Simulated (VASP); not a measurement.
# Si7Ge (P-42m) in VASP: notebook

Si7Ge is run at these levels: PBEsol; tasks: single point.

Program: VASP 6.6.1. These are calculated values, not measurements. Logs are shortened: lines on timing, memory, paths and dates and some standing lists are left out, and cuts for length are marked.

### Step 1. The cell of the first run

It takes space group P-42m (No. 111, tetragonal). The conventional cell has a = 5.315 Å, b = 5.315 Å, c = 5.759 Å, α = 90.00°, β = 90.00°, γ = 90.00°. Within 3.1 Å of Si (site symmetry m) lie 3 Si at 2.36 Å and 1 Ge at 2.39 Å. Si (site symmetry 222) has 4 Si at 2.36 Å within 3.1 Å. Si (site symmetry -42m) has 4 Si at 2.36 Å within 3.1 Å. Ge (site symmetry -42m) has 4 Si at 2.39 Å within 3.2 Å.

### Step 2. Single point, PBEsol (20.33 Å³/atom)

INCAR

```
  ALGO = Normal
  EDIFF = 1E-7
  ENCUT = 520
  GGA = PS
  ISIF = 2
  ISMEAR = 0
  LASPH = T
  LCHARG = F
  LREAL = F
  LWAVE = F
  NBANDS = 31
  NELM = 100
  PREC = Accurate
  SIGMA = 0.03
```

KPOINTS

```
k-points
0
Gamma
  8 8 8
```

POSCAR

```
Si7Ge
1.0
    5.3146260393      0.0000000000      0.0000000000
    0.0000000000      5.3146260393      0.0000000000
    0.0000000000      0.0000000000      5.7594602388
Si Ge
7 1
Direct
    0.2525986838      0.2525986838      0.2525986838
    0.0000000000      0.5000000000      0.5000000000
    0.5000000000      0.5000000000      0.0000000000
    0.5000000000      0.0000000000      0.5000000000
    0.7474013162      0.2525986838      0.7474013162
    0.7474013162      0.7474013162      0.2525986838
    0.2525986838      0.7474013162      0.7474013162
    0.0000000000      0.0000000000      0.0000000000
```

Potentials or basis: VASP PAW PBE potentials, release 64 (Si, Ge_d).

Launch:

```sh
$ cat potpaw_PBE.64/Si/POTCAR potpaw_PBE.64/Ge_d/POTCAR > POTCAR
$ mpirun -np 1 vasp_std > vasp.out
```

OUTCAR:

```text
EDIFF = 1E-7
   ENCUT = 520
   GGA = PS
   ISIF = 2
   ISMEAR = 0
   LASPH = T
   LREAL = F
   NELM = 100
   PREC = Accurate

 ion  position               nearest neighbor table
   1  0.253  0.253  0.253-   2 2.36   4 2.36   3 2.36   8 2.39
   2  0.000  0.500  0.500-   1 2.36   5 2.36   6 2.36   7 2.36
   3  0.500  0.500  0.000-   1 2.36   5 2.36   6 2.36   7 2.36
   4  0.500  0.000  0.500-   1 2.36   5 2.36   6 2.36   7 2.36
   5  0.747  0.253  0.747-   2 2.36   4 2.36   3 2.36   8 2.39
   6  0.747  0.747  0.253-   2 2.36   4 2.36   3 2.36   8 2.39
   7  0.253  0.747  0.747-   2 2.36   4 2.36   3 2.36   8 2.39
   8  0.000  0.000  0.000-   1 2.39   5 2.39   6 2.39   7 2.39

  LATTYP: Found a simple tetragonal cell.
 ALAT       =     5.3146260393
 C/A-ratio  =     1.0837000000

  Lattice vectors:

 A1 = (   5.3146260393,   0.0000000000,   0.0000000000)
 A2 = (   0.0000000000,   5.3146260393,   0.0000000000)
 A3 = (   0.0000000000,   0.0000000000,   5.7594602388)

Analysis of symmetry for initial positions (statically):
=====================================================================
 Subroutine PRICEL returns:
 Original cell was already a primitive cell.

 Routine SETGRP: Setting up the symmetry group for a
 simple tetragonal supercell.

 Subroutine GETGRP returns: Found  8 space group operations
 (whereof  8 operations were pure point group operations)
 out of a pool of 16 trial point group operations.

The static configuration has the point symmetry D_2d.

Analysis of symmetry for dynamics (positions and initial velocities):
=====================================================================
 Subroutine PRICEL returns:
 Original cell was already a primitive cell.

 Routine SETGRP: Setting up the symmetry group for a
 simple tetragonal supercell.

 Subroutine GETGRP returns: Found  8 space group operations
 (whereof  8 operations were pure point group operations)
 out of a pool of 16 trial point group operations.

The dynamic configuration has the point symmetry D_2d.

 Subroutine INISYM returns: Found  8 space group operations
 (whereof  8 operations are pure point group operations),
 and found     1 'primitive' translations

----------------------------------------------------------------------------------------

[... 107 lines left out ...]
   NSW    =      0    number of steps for IOM
   IBRION =     -1    ionic relax: 0-MD 1-quasi-New 2-CG
   NFREE  =      0    steps in history (QN), initial steepest desc. (CG)
   ISIF   =      2    stress and relaxation
   ISYM   =      2    0-nonsym 1-usesym 2-fastsym
   POTIM  = 0.5000    time-step for ionic-motion
   TEBEG  =    0.0;   TEEND  =   0.0 temperature during run
   PSTRESS=    0.0 pullay stress
   NELECT =      42.0000    total number of electrons
   NUPDOWN=      -1.0000    fix difference up-down
   EMIN   =  10.00;   EMAX   =-10.00  energy-range for DOS
   EFERMI =   0.00;   METHOD = LEGACY
   ISMEAR =     0;   SIGMA  =   0.03  broadening in eV -4-tet -1-fermi 0-gaus
   EFERMI_NEDOS =   21; number of points for ismear=-14 and -15
   IALGO  =     38    algorithm
   IMIX   =      4    mixing-type and parameters
     AMIX     =   0.40;   BMIX     =  1.00
     AMIX_MAG =   1.60;   BMIX_MAG =  1.00
  volume/ion in A,a.u.               =      20.33       137.23
  Fermi-wavevector in a.u.,A,eV,Ry     =   1.042435  1.969916 14.785044  1.086670
  Thomas-Fermi vector in A             =   2.177100
   LORBIT       =      0    0 simple, 1 ext, 2 COOP (PROOUT), +10 PAW based schemes
   GGA     = PS    functional components
   LHFCALC =     F    Hartree Fock is set to
   AEXX    =    0.0000 exact exchange contribution
   IVDW    =     0    specifies the selected vdW correction
   LEPSILON=     F    determine dielectric tensor
   LRPA    =     F    only Hartree local field effects (RPA)
 non-spin polarized calculation
 Gauss-broadening in eV      SIGMA  =   0.03
  energy-cutoff  :      520.00
  volume of cell :      162.68
 maximum number of plane-waves:      4402
 NGX is ok and might be reduce to    40
   NGX = 19   NGY = 19   NGZ = 21

 number of electron      41.9999998 magnetization

 Free energy of the ion-electron system (eV)
  ---------------------------------------------------
  ext. energy  EPLUGINS =         0.00000000
  ---------------------------------------------------
  free energy    TOTEN  =       -44.90998351 eV

  energy without entropy =      -44.90972261  energy(sigma->0) =      -44.90985306

 E-fermi :   5.8600     XC(G=0):  -9.6456

 val. band max:        5.8566597004   @ k =   0.0000   0.0000   0.0000
 cond. band min:       5.8787904003   @ k =   0.1250   0.0000   0.0000
 fundamental gap:      0.0221306999
 Fermi energy:         5.8599977442

 k-point     1 :       0.0000    0.0000    0.0000
  band No.  band energies     occupation
      1     -18.4557      2.00000
      2     -18.4545      2.00000
      3     -18.4545      2.00000
      4     -18.4326      2.00000
      5     -18.4257      2.00000
      6      -6.4379      2.00000
[... 805 lines left out ...]
     30      10.2219      0.00000
     31      10.2568      0.00000

 [... further k-points ...]

------------------------ aborting loop because EDIFF is reached ----------------------------------------

  FORCE on cell =-STRESS in cart. coord.  units (eV):
  Direction    XX          YY          ZZ          XY          YZ          ZX
  --------------------------------------------------------------------------------------
  -------------------------------------------------------------------------------------
  Total        2.7249419      2.7249419     -5.7570692      0.0000000     -0.0000000      0.0000000
  in kB       26.8374118     26.8374118    -56.7002302      0.0000000     -0.0000000      0.0000000
  external PRESSURE =      -1.0084689 kB  Pullay stress =       0.0000000 kB

 VOLUME and BASIS-vectors are now :
 -----------------------------------------------------------------------------
  energy-cutoff  :      520.00
  volume of cell :      162.68
      direct lattice vectors                 reciprocal lattice vectors
     5.314626039  0.000000000  0.000000000     0.188159993  0.000000000  0.000000000
     0.000000000  5.314626039  0.000000000     0.000000000  0.188159993  0.000000000
     0.000000000  0.000000000  5.759460239     0.000000000  0.000000000  0.173627381

 POSITION                                       TOTAL-FORCE (eV/Angst)
 -----------------------------------------------------------------------------------
      1.34247      1.34247      1.45483         0.013208      0.013208     -0.014978
      0.00000      2.65731      2.87973         0.000000      0.000000      0.000000
      2.65731      2.65731      0.00000         0.000000      0.000000      0.000000
      2.65731      0.00000      2.87973         0.000000      0.000000      0.000000
      3.97216      1.34247      4.30463        -0.013208      0.013208      0.014978
      3.97216      3.97216      1.45483        -0.013208     -0.013208     -0.014978
      1.34247      3.97216      4.30463         0.013208     -0.013208      0.014978
      0.00000      0.00000      0.00000         0.000000      0.000000      0.000000
 -----------------------------------------------------------------------------------
    total drift:                                0.000000      0.000000      0.000000

  FREE ENERGIE OF THE ION-ELECTRON SYSTEM (eV)
  ---------------------------------------------------
  free  energy   TOTEN  =       -44.9099835084 eV

  energy  without entropy=      -44.9097226142  energy(sigma->0) =      -44.90985306
```

stdout:

```text
POSCAR found type information on POSCAR SiGe
 POSCAR found :  2 types and       8 ions
 scaLAPACK will be used
 -----------------------------------------------------------------------------
|                                                                             |
|                                                                             |
|     You enforced a specific xc type in the INCAR file but a different       |
|     I HOPE YOU KNOW WHAT YOU ARE DOING!                                     |
|                                                                             |
 -----------------------------------------------------------------------------

 LDA part: xc-table for (Slater+PW92), standard interpolation
 POSCAR, INCAR and KPOINTS ok, starting setup
 FFT: planning ... GRIDC
 FFT: planning ... GRID_SOFT
 FFT: planning ... GRID
 WAVECAR not read
 entering main loop
```

Wall time 5.2 min (1 thread of Intel Xeon 8259CL, shared host); peak memory 0.47 GiB.

What came out:

* Free energy: -44.9100 eV
* Pressure: -0.1 GPa
* Largest force: 0.024 eV/Å
* Band gap on the k mesh: zero (filled and empty bands touch)

Forces in eV/Å, atoms in the order of the input:
```
Si   0.013  0.013 -0.015
Si   0.000  0.000  0.000
Si   0.000  0.000  0.000
Si   0.000  0.000  0.000
Si  -0.013  0.013  0.015
Si  -0.013 -0.013 -0.015
Si   0.013 -0.013  0.015
Ge   0.000  0.000  0.000
```

Caveat: semilocal functionals underestimate gaps, so a narrow gap can read as zero; the PAW data sets were made with another functional, which shifts forces and pressure a little.

### Step 3. Single point, PBEsol (20.33 Å³/atom)

INCAR

```
ALGO = Normal ; EDIFF = 1E-6
ENCUT = 520 ; GGA = PS
ISIF = 2 ; ISMEAR = 0
LASPH = True ; LCHARG = True
LELF = True ; LREAL = False
LVHAR = True ; LWAVE = False
NBANDS = 31 ; NELM = 100
PREC = Accurate ; SIGMA = 0.03
```

KPOINTS is that of step 2.

Changes to POSCAR since step 2:

```diff
@@ -2,5 +2,5 @@
 1.0
-    5.3146260393      0.0000000000      0.0000000000
-    0.0000000000      5.3146260393      0.0000000000
-    0.0000000000      0.0000000000      5.7594602388
+    5.6071202951      0.0000000000      0.0000000000
+    0.0000000000      5.6071202951      0.0000000000
+    0.0000000000      0.0000000000      5.1742506083
 Si Ge
```

Potentials or basis: VASP PAW PBE potentials, release 64 (Si, Ge_d).

Launch:

```sh
$ cat potpaw_PBE.64/Si/POTCAR potpaw_PBE.64/Ge_d/POTCAR > POTCAR
$ mpirun -np 1 vasp_std > vasp.out
```

Run time: 5 min. Hardware: 1 thread of Intel Xeon 8259CL, shared host; peak memory 0.46 GiB.

The run converged. Its results:

| Quantity | Value |
| --- | --- |
| Free energy | -44.9498 eV |
| Pressure | -0.2 GPa |
| Largest force | 0.026 eV/Å |
| Band gap on the k mesh | zero (bands 21 and 22 overlap by 0.10 eV) |

Forces on the atoms (eV/Å):
```
Si  -0.008 -0.008  0.024
Si   0.000  0.000  0.000
Si   0.000  0.000  0.000
Si   0.000  0.000  0.000
Si   0.008 -0.008 -0.024
Si   0.008  0.008  0.024
Si  -0.008  0.008 -0.024
Ge   0.000  0.000  0.000
```

Stress tensor (GPa, compression positive):
```
-2.20  0.00  0.00
 0.00 -2.20  0.00
 0.00  0.00  3.94
```

Levels at points of the mesh, in eV from the Fermi level:
```csv
k point,band 18,band 19,band 20,band 21,band 22,band 23,band 24,band 25
"(0.00, 0.00, 0.00)",-2.73,-0.25,-0.25,0.01,0.10,0.33,0.66,0.81
"(0.50, 0.00, 0.00)",-1.97,-1.89,-1.76,-1.69,1.09,1.27,2.88,2.90
"(0.50, 0.50, 0.00)",-1.96,-1.83,-1.78,-1.78,1.70,1.70,1.78,1.94
"(0.00, 0.00, 0.50)",-2.35,-2.35,-2.24,-2.24,0.43,0.60,3.05,3.11
"(0.50, 0.00, 0.50)",-1.38,-1.27,-1.20,-1.18,2.40,2.41,2.45,2.67
"(0.50, 0.50, 0.50)",-1.06,-0.96,-0.96,-0.82,0.73,1.11,1.11,1.23
```

Caveat: semilocal functionals underestimate gaps, so a narrow gap can read as zero; the PAW data sets were made with another functional, which shifts forces and pressure a little.

(Part 1 of 2 ends here.)
